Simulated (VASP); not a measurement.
# CsPtS (P4/mmm) in VASP: further runs

Runs on CsPtS. Level: PBE. Tasks: single point, relaxation of cell and atoms.

Everything below comes from runs of VASP 6.6.1. Logs are shortened: lines on timing, memory, paths and dates and some standing lists are left out, and cuts for length are marked.

## Step 1: The cell of the first run

Symmetry: P4/mmm, No. 123, tetragonal system. Conventional cell: a = 5.144 Å, b = 5.144 Å, c = 4.336 Å, α = 90.00°, β = 90.00°, γ = 90.00°. Within 4.8 Å of Cs (site symmetry 4/mmm) lie 4 Pt at 3.64 Å and 8 S at 4.23 Å and 2 Cs at 4.34 Å. Within 2.9 Å of Pt (site symmetry 4/mmm) lie 2 S at 2.17 Å. Within 2.9 Å of S (site symmetry 4/mmm) lie 2 Pt at 2.17 Å.

The cell was generated, and may not be a known phase.

## Step 2: Single point, PBE

INCAR

```
PREC = Accurate
ENCUT = 520
EDIFF = 1E-6
ISMEAR = 0
SIGMA = 0.1
LREAL = F
LASPH = T
NELM = 60
ALGO = Normal
ISIF = 2
LWAVE = F
LCHARG = F
GGA = PE
NBANDS = 20
```

KPOINTS

```
regular mesh
0
Gamma
  10 10 12
```

POSCAR

```
CsPtS
1.0
    5.1444915649      0.0000000000      0.0000000000
    0.0000000000      5.1444915649      0.0000000000
    0.0000000000      0.0000000000      4.3362564811
Cs Pt S
1 1 1
Direct
    0.0000000000      0.0000000000      0.0000000000
    0.5000000000      0.5000000000      0.0000000000
    0.5000000000      0.5000000000      0.5000000000
```

Potentials or basis: VASP PAW PBE potentials, release 64 (Cs_sv, Pt, S).

The run is started by

```console
cat potpaw_PBE.64/Cs_sv/POTCAR potpaw_PBE.64/Pt/POTCAR potpaw_PBE.64/S/POTCAR > POTCAR
mpirun -np 1 vasp_std > vasp.out
```

OUTCAR:

```text
PREC = Accurate
   ENCUT = 520
   EDIFF = 1E-6
   ISMEAR = 0
   LREAL = F
   LASPH = T
   NELM = 60
   ISIF = 2
   GGA = PE

 ion  position               nearest neighbor table
   1  0.000  0.000  0.000-
   2  0.500  0.500  0.000-   3 2.17   3 2.17
   3  0.500  0.500  0.500-   2 2.17   2 2.17

  LATTYP: Found a simple tetragonal cell.
 ALAT       =     5.1444915649
 C/A-ratio  =     0.8428931074

  Lattice vectors:

 A1 = (   5.1444915649,   0.0000000000,   0.0000000000)
 A2 = (   0.0000000000,   5.1444915649,   0.0000000000)
 A3 = (   0.0000000000,   0.0000000000,   4.3362564811)

Analysis of symmetry for initial positions (statically):
=====================================================================
 Subroutine PRICEL returns:
 Original cell was already a primitive cell.

 Routine SETGRP: Setting up the symmetry group for a
 simple tetragonal supercell.

 Subroutine GETGRP returns: Found 16 space group operations
 (whereof 16 operations were pure point group operations)
 out of a pool of 16 trial point group operations.

The static configuration has the point symmetry D_4h.

Analysis of symmetry for dynamics (positions and initial velocities):
=====================================================================
 Subroutine PRICEL returns:
 Original cell was already a primitive cell.

 Routine SETGRP: Setting up the symmetry group for a
 simple tetragonal supercell.

 Subroutine GETGRP returns: Found 16 space group operations
 (whereof 16 operations were pure point group operations)
 out of a pool of 16 trial point group operations.

The dynamic configuration has the point symmetry D_4h.

 Subroutine INISYM returns: Found 16 space group operations
 (whereof 16 operations are pure point group operations),
 and found     1 'primitive' translations

----------------------------------------------------------------------------------------

                                     Primitive cell

  volume of cell :     114.7625

  direct lattice vectors                    reciprocal lattice vectors
     5.144491565  0.000000000  0.000000000     0.194382669  0.000000000  0.000000000
     0.000000000  5.144491565  0.000000000     0.000000000  0.194382669  0.000000000
[... 77 lines left out ...]
 SYSTEM =  unknown system
   PREC   = accura    normal or accurate (medium, high low for compatibility)
   ISTART =      0    job   : 0-new  1-cont  2-samecut
   ICHARG =      2    charge: 1-file 2-atom 10-const
   ISPIN  =      1    spin polarized calculation?
   LNONCOLLINEAR =      F non collinear calculations
   LSORBIT =      F    spin-orbit coupling
   LASPH  =      T    aspherical Exc in radial PAW
   ENCUT  =  520.0 eV  38.22 Ry    6.18 a.u.   9.57  9.57  8.06*2*pi/ulx,y,z
   NELM   =     60;   NELMIN=  2; NELMDL= -5     # of ELM steps
   EDIFF  = 0.1E-05   stopping-criterion for ELM
   LREAL  =      F    real-space projection
   EDIFFG = 0.1E-04   stopping-criterion for IOM
   NSW    =      0    number of steps for IOM
   IBRION =     -1    ionic relax: 0-MD 1-quasi-New 2-CG
   NFREE  =      0    steps in history (QN), initial steepest desc. (CG)
   ISIF   =      2    stress and relaxation
   ISYM   =      2    0-nonsym 1-usesym 2-fastsym
   POTIM  = 0.5000    time-step for ionic-motion
   TEBEG  =    0.0;   TEEND  =   0.0 temperature during run
   PSTRESS=    0.0 pullay stress
   NELECT =      25.0000    total number of electrons
   NUPDOWN=      -1.0000    fix difference up-down
   EMIN   =  10.00;   EMAX   =-10.00  energy-range for DOS
   EFERMI =   0.00;   METHOD = LEGACY
   ISMEAR =     0;   SIGMA  =   0.10  broadening in eV -4-tet -1-fermi 0-gaus
   EFERMI_NEDOS =   21; number of points for ismear=-14 and -15
   IALGO  =     38    algorithm
   IMIX   =      4    mixing-type and parameters
     AMIX     =   0.40;   BMIX     =  1.00
     AMIX_MAG =   1.60;   BMIX_MAG =  1.00
  volume/ion in A,a.u.               =      38.25       258.15
  Fermi-wavevector in a.u.,A,eV,Ry     =   0.985042  1.861460 13.201846  0.970308
  Thomas-Fermi vector in A             =   2.116320
   LORBIT       =      0    0 simple, 1 ext, 2 COOP (PROOUT), +10 PAW based schemes
   GGA     = PE    functional components
   LHFCALC =     F    Hartree Fock is set to
   AEXX    =    0.0000 exact exchange contribution
   IVDW    =     0    specifies the selected vdW correction
   LEPSILON=     F    determine dielectric tensor
   LRPA    =     F    only Hartree local field effects (RPA)
 non-spin polarized calculation
 Gauss-broadening in eV      SIGMA  =   0.10
  energy-cutoff  :      520.00
  volume of cell :      114.76
 maximum number of plane-waves:      3117
 NGX is ok and might be reduce to    40
   NGX = 19   NGY = 19   NGZ = 17

 number of electron      24.9999997 magnetization

 Free energy of the ion-electron system (eV)
  ---------------------------------------------------
  ext. energy  EPLUGINS =         0.00000000
  ---------------------------------------------------
  free energy    TOTEN  =       -12.68825313 eV

  energy without entropy =      -12.68790553  energy(sigma->0) =      -12.68807933

 E-fermi :   2.1868     XC(G=0):  -7.7736

 val. band max:        2.0348582916   @ k =   0.0000   0.0000   0.3333
 cond. band min:       2.3251539434   @ k =   0.5000   0.0000   0.4167
 fundamental gap:      0.2902956518
 Fermi energy:         2.1867615477

 k-point     1 :       0.0000    0.0000    0.0000
  band No.  band energies     occupation
      1     -19.9646      2.00000
      2     -11.9012      2.00000
      3      -6.7169      2.00000
      4      -6.7169      2.00000
      5      -6.6457      2.00000
      6      -1.2684      2.00000
[... 541 lines left out ...]
     19       8.2342      0.00000
     20       8.4773      0.00000

 [... further k-points ...]
[... 5 lines left out ...]
  --------------------------------------------------------------------------------------
  -------------------------------------------------------------------------------------
  Total       -0.0017112     -0.0017112     -0.0729738      0.0000000      0.0000000     -0.0000000
  in kB       -0.0238903     -0.0238903     -1.0187736      0.0000000      0.0000000     -0.0000000
  external PRESSURE =      -0.3555181 kB  Pullay stress =       0.0000000 kB

 VOLUME and BASIS-vectors are now :
 -----------------------------------------------------------------------------
  energy-cutoff  :      520.00
  volume of cell :      114.76
      direct lattice vectors                 reciprocal lattice vectors
     5.144491565  0.000000000  0.000000000     0.194382669  0.000000000  0.000000000
     0.000000000  5.144491565  0.000000000     0.000000000  0.194382669  0.000000000
     0.000000000  0.000000000  4.336256481     0.000000000  0.000000000  0.230613665

 POSITION                                       TOTAL-FORCE (eV/Angst)
 -----------------------------------------------------------------------------------
      0.00000      0.00000      0.00000         0.000000      0.000000      0.000000
      2.57225      2.57225      0.00000         0.000000      0.000000      0.000000
      2.57225      2.57225      2.16813         0.000000      0.000000      0.000000
 -----------------------------------------------------------------------------------
    total drift:                               -0.000000     -0.000000     -0.000000

  FREE ENERGIE OF THE ION-ELECTRON SYSTEM (eV)
  ---------------------------------------------------
  free  energy   TOTEN  =       -12.6882531323 eV

  energy  without entropy=      -12.6879055266  energy(sigma->0) =      -12.68807933
```

OSZICAR:

```text
N       E                     dE             d eps       ncg     rms          rms(c)
DAV:   1     0.140225796103E+03    0.14023E+03   -0.10459E+04  5880   0.104E+03
DAV:   2    -0.293234456131E+01   -0.14316E+03   -0.13678E+03  7692   0.191E+02
DAV:   3    -0.130160127388E+02   -0.10084E+02   -0.99803E+01  7180   0.534E+01
DAV:   4    -0.131474837434E+02   -0.13147E+00   -0.13135E+00  6940   0.678E+00
DAV:   5    -0.131493960317E+02   -0.19123E-02   -0.19121E-02  7384   0.839E-01    0.123E+01
DAV:   6    -0.127834442712E+02    0.36595E+00   -0.11220E+00  6664   0.726E+00    0.652E+00
DAV:   7    -0.127025566537E+02    0.80888E-01   -0.29749E-01  7232   0.323E+00    0.318E+00
DAV:   8    -0.126856257346E+02    0.16931E-01   -0.53770E-02  7712   0.164E+00    0.251E-01
DAV:   9    -0.126869835146E+02   -0.13578E-02   -0.32105E-03  6740   0.351E-01    0.164E-01
DAV:  10    -0.126882077775E+02   -0.12243E-02   -0.23498E-03  6288   0.290E-01    0.142E-01
DAV:  11    -0.126882309389E+02   -0.23161E-04   -0.10256E-04  7696   0.539E-02    0.565E-02
DAV:  12    -0.126882504332E+02   -0.19494E-04   -0.53155E-05  6380   0.449E-02    0.154E-02
DAV:  13    -0.126882528351E+02   -0.24019E-05   -0.46256E-06  6796   0.130E-02    0.217E-03
DAV:  14    -0.126882531323E+02   -0.29715E-06   -0.22744E-07  5336   0.325E-03
   1 F= -.12688253E+02 E0= -.12688079E+02  d E =-.347606E-03
```

stdout:

```text
POSCAR found type information on POSCAR CsPtS
 POSCAR found :  3 types and       3 ions
 scaLAPACK will be used
 LDA part: xc-table for (Slater+PW92), standard interpolation
 POSCAR, INCAR and KPOINTS ok, starting setup
 FFT: planning ... GRIDC
 FFT: planning ... GRID_SOFT
 FFT: planning ... GRID
 WAVECAR not read
 entering main loop
```

Run time: 3.5 min. Hardware: 1 thread of Intel Xeon Platinum 8259CL at 2.50GHz (Skylake/Cascade Lake), shared host; peak memory 0.48 GiB.

What came out:

* Free energy: -12.6883 eV
* Pressure: 0.0 GPa
* Band gap on the k mesh: zero (an odd number of electrons rules out a gap without spin polarisation)

Caveat: spin-orbit coupling is left out, which moves the levels of the heavy elements.

## Step 3: Relaxation of cell and atoms, PBE

This run uses another cell than the first one, of 37.53 Å³/atom.

INCAR

```
SYSTEM = CsPtS
PREC = Accurate
ENCUT = 600
EDIFF = 1E-6
ISMEAR = 0
SIGMA = 0.1
LREAL = .FALSE.
LASPH = .TRUE.
NELM = 60
ALGO = Normal
ISIF = 3
LWAVE = .FALSE.
LCHARG = .FALSE.
GGA = PE
IBRION = 2
NSW = 100
EDIFFG = -0.01
```

KPOINTS

```
regular mesh
0
G
  10 10 12
  0 0 0
```

POSCAR

```
CsPtS
1.0
    5.1037395559      0.0000000000      0.0000000000
    0.0000000000      5.1037395559      0.0000000000
    0.0000000000      0.0000000000      4.3218137541
Cs Pt S
1 1 1
Direct
    0.0000000000      0.0000000000      0.0000000000
    0.5000000000      0.5000000000      0.0000000000
    0.5000000000      0.5000000000      0.5000000000
```

Potentials or basis: VASP PAW PBE potentials, release 64 (Cs_sv, Pt, S).

The run is started by

```console
cat potpaw_PBE.64/Cs_sv/POTCAR potpaw_PBE.64/Pt/POTCAR potpaw_PBE.64/S/POTCAR > POTCAR
mpirun -np 1 vasp_std > vasp.out
```

It took 17 min on 1 thread of Intel Xeon Platinum 8259CL at 2.50GHz (Skylake/Cascade Lake), shared host; peak memory 0.55 GiB.

The run converged. Its results:

```
Free energy                           : -12.6883 eV
Relaxed volume                        : 38.27 Å³/atom
Relaxed cell                          : a = 5.146 Å, b = 5.146 Å, c = 4.335 Å, α = 90.00°, β = 90.00°, γ = 90.00°
Space group after relaxing (to 0.1 Å) : P4/mmm (No. 123)
Energy gained by relaxing             : 0.9 meV/atom
Ionic steps                           : 7
Pressure after relaxing               : 0.0 GPa
Band gap on the k mesh                : zero (an odd number of electrons rules out a gap without spin polarisation)
```

The path:
```csv
step,energy change (eV),largest force (eV/Å),pressure (GPa),volume (Å³)
1,0.0000,0.0000,0.50,112.58
2,0.0019,0.0000,-0.47,114.49
3,-0.0015,0.0000,0.10,113.33
4,-0.0023,0.0000,0.05,113.94
5,-0.0027,0.0000,0.02,114.45
6,-0.0025,0.0000,-0.04,115.48
7,-0.0027,0.0000,0.02,114.80
```

Final structure:
```cif
data_structure
_symmetry_space_group_name_H-M 'P 1'
_symmetry_Int_Tables_number 1
_cell_length_a 5.1464
_cell_length_b 5.1464
_cell_length_c 4.3347
_cell_angle_alpha 90.000
_cell_angle_beta 90.000
_cell_angle_gamma 90.000
_cell_volume 114.80
loop_
_atom_site_label
_atom_site_type_symbol
_atom_site_fract_x
_atom_site_fract_y
_atom_site_fract_z
_atom_site_occupancy
Cs1 Cs 0.00000 0.00000 0.00000 1
Pt1 Pt 0.50000 0.50000 0.00000 1
S1 S 0.50000 0.50000 0.50000 1
```

Levels at points of the mesh, in eV from the Fermi level:
```tsv
k point	band 9	band 10	band 11	band 12	band 13	band 14	band 15	band 16
(0.00, 0.00, 0.00)	-3.07	-2.78	-2.78	-2.24	-2.18	1.02	2.31	3.53
(0.50, 0.00, 0.00)	-3.10	-2.89	-2.47	-2.00	-1.90	1.73	2.84	3.08
(0.50, 0.50, 0.00)	-2.99	-2.99	-2.75	-2.14	-1.91	1.38	2.63	4.87
(0.00, 0.00, 0.50)	-2.53	-2.15	-2.12	0.65	0.65	4.01	4.47	4.47
(0.50, 0.00, 0.50)	-1.96	-1.86	-1.71	0.51	0.69	1.63	2.76	2.90
(0.50, 0.50, 0.50)	-2.18	-2.07	-1.87	0.44	0.44	3.35	3.35	4.20
```

Caveat: spin-orbit coupling is left out, which moves the levels of the heavy elements.

[end of part 1 of 2]

The gap in the log of VASP goes by the Fermi energy; the results here count the filled bands.